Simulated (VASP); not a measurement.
# InSb (I-4m2) in VASP: a series of runs, part 2 of 2

VASP 6.6.1. Earlier steps stand in the parts before.

**4. Electric field gradients, PBE (zz strain of -3 %)**

The input, INCAR:

```
SYSTEM = InSb
PREC = Accurate
ENCUT = 400
EDIFF = 1E-8
ISMEAR = -1
SIGMA = 0.03
LREAL = .False.
LASPH = .True.
NELM = 120
ALGO = Normal
ISIF = 2
LWAVE = .False.
LCHARG = .False.
GGA = PE
LEFG = .True.
NBANDS = 16
GGA_COMPAT = .False.
```

The input, KPOINTS:

```
Automatic mesh
0
Gamma
  10 10 10
  0 0 0
```

The input, POSCAR:

```
InSb
1.0
    0.0000000000      3.2391000000      3.1419270000
    3.2391000000      0.0000000000      3.1419270000
    3.2391000000      3.2391000000      0.0000000000
In Sb
1 1
Direct
    0.0000000000      0.0000000000      0.0000000000
    0.7500000000      0.7500000000      0.7500000000
```

Potentials or basis: VASP PAW PBE potentials, release 64 (In_d, Sb).

Started as:

```sh
$ cat potpaw_PBE.64/In_d/POTCAR potpaw_PBE.64/Sb/POTCAR > POTCAR
$ mpirun -np 1 vasp_std > vasp.out
```

OUTCAR:

```text
SYSTEM = InSb
   PREC = Accurate
   ENCUT = 400
   EDIFF = 1E-8
   ISMEAR = -1
   LREAL = .False.
   LASPH = .True.
   NELM = 120
   ISIF = 2
   GGA = PE

 ion  position               nearest neighbor table
   1  0.000  0.000  0.000-   2 2.78   2 2.78   2 2.78   2 2.78
   2  0.750  0.750  0.750-   1 2.78   1 2.78   1 2.78   1 2.78

  LATTYP: Found a body centered tetragonal cell.
 ALAT       =     4.5807791499
 C/A-ratio  =     1.3717871555

  Lattice vectors:

 A1 = (   0.0000000000,  -3.2391000000,  -3.1419270000)
 A2 = (   0.0000000000,   3.2391000000,  -3.1419270000)
 A3 = (   3.2391000000,   0.0000000000,   3.1419270000)

Analysis of symmetry for initial positions (statically):
=====================================================================
 Subroutine PRICEL returns:
 Original cell was already a primitive cell.

 Routine SETGRP: Setting up the symmetry group for a
 body centered tetragonal supercell.

 Subroutine GETGRP returns: Found  8 space group operations
 (whereof  8 operations were pure point group operations)
 out of a pool of 16 trial point group operations.

The static configuration has the point symmetry D_2d.

Analysis of symmetry for dynamics (positions and initial velocities):
=====================================================================
 Subroutine PRICEL returns:
 Original cell was already a primitive cell.

 Routine SETGRP: Setting up the symmetry group for a
 body centered tetragonal supercell.

 Subroutine GETGRP returns: Found  8 space group operations
 (whereof  8 operations were pure point group operations)
 out of a pool of 16 trial point group operations.

The dynamic configuration has the point symmetry D_2d.
[... 151 lines left out ...]
 fundamental gap:      0.1141921664
 Fermi energy:         5.4961318831

 k-point     1 :       0.0000    0.0000    0.0000
  band No.  band energies     occupation
      1      -9.2396      2.00000
      2      -9.2396      2.00000
      3      -9.2335      2.00000
      4      -9.1456      2.00000
      5      -9.1418      2.00000
      6      -5.4786      2.00000
[... 433 lines left out ...]
      3      -9.2007      2.00000
      4      -9.1633      2.00000
      5      -9.1331      2.00000
      6      -3.9996      2.00000
[... 8 lines left out ...]
     15      15.0530      0.00000
     16      15.8145      0.00000

 [... further k-points ...]
[... 5 lines left out ...]
  --------------------------------------------------------------------------------------
  -------------------------------------------------------------------------------------
  Total        1.8649306      1.8649306      2.1523284      0.0000000      0.0000000      0.0000000
  in kB       45.3208919     45.3208919     52.3051338      0.0000000      0.0000000      0.0000000
  external PRESSURE =      47.6489725 kB  Pullay stress =       0.0000000 kB

 VOLUME and BASIS-vectors are now :
 -----------------------------------------------------------------------------
  energy-cutoff  :      400.00
  volume of cell :       65.93
      direct lattice vectors                 reciprocal lattice vectors
     0.000000000  3.239100000  3.141927000    -0.154363867  0.154363867  0.159138007
     3.239100000  0.000000000  3.141927000     0.154363867 -0.154363867  0.159138007
     3.239100000  3.239100000  0.000000000     0.154363867  0.154363867 -0.159138007

 POSITION                                       TOTAL-FORCE (eV/Angst)
 -----------------------------------------------------------------------------------
      0.00000      0.00000      0.00000         0.000000      0.000000      0.000000
      4.85865      4.85865      4.71289         0.000000      0.000000     -0.000000
 -----------------------------------------------------------------------------------
    total drift:                               -0.000000     -0.000000     -0.000001

  FREE ENERGIE OF THE ION-ELECTRON SYSTEM (eV)
  ---------------------------------------------------
  free  energy   TOTEN  =        -6.8523785285 eV

  energy  without entropy=       -6.8522904163  energy(sigma->0) =       -6.85233447

 Electric field gradients (V/A^2)
---------------------------------------------------------------------
 ion       V_xx      V_yy      V_zz      V_xy      V_xz      V_yz
---------------------------------------------------------------------
   1      -4.327    -4.327     8.653     0.000     0.001     0.001
   2       3.495     3.495    -6.990     0.000     0.000     0.000
---------------------------------------------------------------------

 Electric field gradients after diagonalization (V/A^2)
 (convention: |V_zz| > |V_xx| > |V_yy|)
----------------------------------------------------------------------
 ion       V_xx      V_yy      V_zz     asymmetry (V_yy - V_xx)/ V_zz
----------------------------------------------------------------------
   1      -4.327    -4.327     8.653       0.000
   2       3.495     3.495    -6.990       0.000
----------------------------------------------------------------------

           NMR quadrupolar parameters

 Cq : quadrupolar parameter    Cq=e*Q*V_zz/h
 eta: asymmetry parameters     (V_yy - V_xx)/ V_zz
 Q  : nuclear electric quadrupole moment in mb (millibarn)
----------------------------------------------------------------------
 ion       Cq(MHz)       eta       Q (mb)
----------------------------------------------------------------------
   1       0.021       0.000       1.000
   2      -0.017       0.000       1.000
----------------------------------------------------------------------
```

OSZICAR:

```text
N       E                     dE             d eps       ncg     rms          rms(c)
DAV:   1     0.104966478728E+03    0.10497E+03   -0.69250E+03  3280   0.925E+02
DAV:   2    -0.514660165636E+00   -0.10548E+03   -0.10237E+03  3688   0.255E+02
DAV:   3    -0.679075124254E+01   -0.62761E+01   -0.62609E+01  4280   0.672E+01
DAV:   4    -0.696078152276E+01   -0.17003E+00   -0.17001E+00  4168   0.128E+01
DAV:   5    -0.696945984583E+01   -0.86783E-02   -0.86782E-02  4880   0.224E+00    0.439E+00
DAV:   6    -0.686660633803E+01    0.10285E+00   -0.15451E-01  4680   0.616E+00    0.255E+00
DAV:   7    -0.685077396715E+01    0.15832E-01   -0.73827E-02  4384   0.258E+00    0.646E-01
DAV:   8    -0.685166335769E+01   -0.88939E-03   -0.80277E-03  4256   0.105E+00    0.283E-01
DAV:   9    -0.685230375190E+01   -0.64039E-03   -0.99206E-04  3992   0.260E-01    0.781E-02
DAV:  10    -0.685233711701E+01   -0.33365E-04   -0.47676E-05  4608   0.472E-02    0.406E-02
DAV:  11    -0.685237690237E+01   -0.39785E-04   -0.72031E-05  3776   0.561E-02    0.251E-02
DAV:  12    -0.685237838984E+01   -0.14875E-05   -0.13454E-06  4280   0.787E-03    0.623E-03
DAV:  13    -0.685237853057E+01   -0.14073E-06   -0.12864E-06  3880   0.740E-03    0.323E-03
DAV:  14    -0.685237844230E+01    0.88273E-07   -0.35533E-08  4664   0.105E-03    0.985E-04
DAV:  15    -0.685237846145E+01   -0.19153E-07   -0.70153E-09  3200   0.527E-04    0.534E-04
DAV:  16    -0.685237852508E+01   -0.63626E-07   -0.15429E-09  2656   0.305E-04    0.126E-04
DAV:  17    -0.685237852853E+01   -0.34488E-08   -0.22168E-10  2192   0.145E-04
   1 F= -.68523785E+01 E0= -.68523345E+01  d E =-.881123E-04
```

Wall time 1.9 min (1 thread of Intel Xeon 8259CL, shared host); peak memory 0.22 GiB.

What came out:

```
Free energy            : -6.8524 eV
Pressure               : 4.8 GPa
Band gap on the k mesh : 0.11 eV, direct
```

Stress tensor (GPa, compression positive):
```
4.53 0.00 0.00
0.00 4.53 0.00
0.00 0.00 5.23
```

Electric field gradients, principal values (V/Å²):
| atom | least | middle | greatest (by size) |
| --- | --- | --- | --- |
| 1 In | -4.327 | -4.327 | 8.653 |
| 2 Sb | 3.495 | 3.495 | -6.990 |

Caveat: the cell differs from its parent crystal (zz strain of -3 %); without QUAD_EFG the Cq values of the log hold for a quadrupole moment of 1 mb, not for the nuclei; spin-orbit coupling is left out, which moves the levels of the heavy elements. A k mesh can miss the band edges.
